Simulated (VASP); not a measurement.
The system is Ba4Er.

```
Ba Er
1.0
     6.57224    0.00000    0.00000
    -3.28612    5.69172    0.00000
     0.00000    0.00000    5.21423
Ba Er
4 1
Direct
  0.40497 0.00000 0.50000
  0.00000 0.40497 0.50000
  0.59503 0.59503 0.50000
  0.00000 0.00000 0.00000
  0.00000 0.00000 0.50000
```

The cell was generated, and may not be a known phase.

- Program: VASP 6.6.1
- Task: relaxation of cell and atoms
- Functional: PBE
- Potentials or basis: VASP PAW PBE potentials, release 64 (Ba_sv, Er_3), 4f in core
- Cutoff: 500 eV
- k mesh: 3 × 3 × 3
- Occupations: gaussian, width 0.2 eV
- Spin: no spin polarisation

At the start: pressure 13.6 GPa; volume 39.01 Å³/atom.

Q: Where does the relaxation end?

A: Over 15 steps the energy falls by 1016.5 meV/atom and the volume is 77.81 Å³/atom (+99.5 %); space group P-62m (No. 189, to 0.1 Å) before and after.

The path:
```tsv
step	energy change (eV)	largest force (eV/Å)	pressure (GPa)	volume (Å³)
1	0.0000	1.9650	13.55	195.05
2	-4.1913	0.7715	1.86	303.69
3	-4.5661	0.6316	0.85	341.48
4	-4.7216	0.3726	-0.46	426.15
5	-4.7500	0.4390	-0.15	399.84
6	-4.7488	0.4532	-0.08	394.76
7	-4.7884	0.4391	-0.05	391.63
8	-4.8810	0.3828	0.07	382.16
9	-4.9069	0.1881	0.46	362.95
10	-4.9252	0.2836	0.28	370.72
11	-4.9663	0.2307	0.20	374.08
12	-5.0450	0.1114	0.02	384.24
13	-5.0643	0.0100	-0.29	404.78
14	-5.0741	0.0353	-0.18	397.49
15	-5.0826	0.0201	-0.05	389.06
```

Final structure:
```xyz
5
Lattice="8.0678 0.0000 0.0000 -4.0339 6.9869 0.0000 0.0000 0.0000 6.9020" Properties=species:S:1:pos:R:3 pbc="T T T"
Ba   -0.0755    6.9869    3.4510
Ba    6.0886    3.4281    3.4510
Ba    2.0547    3.5588    3.4510
Ba    4.0339    6.9869    6.9020
Er    4.0339    6.9869    3.4510
```

Caveat: the k points lie up to 0.30 Å⁻¹ apart in the final cell, too coarse for converged energies and pressures of a metal; the volume moved by over 15 % at a fixed basis, so the end points are rough.
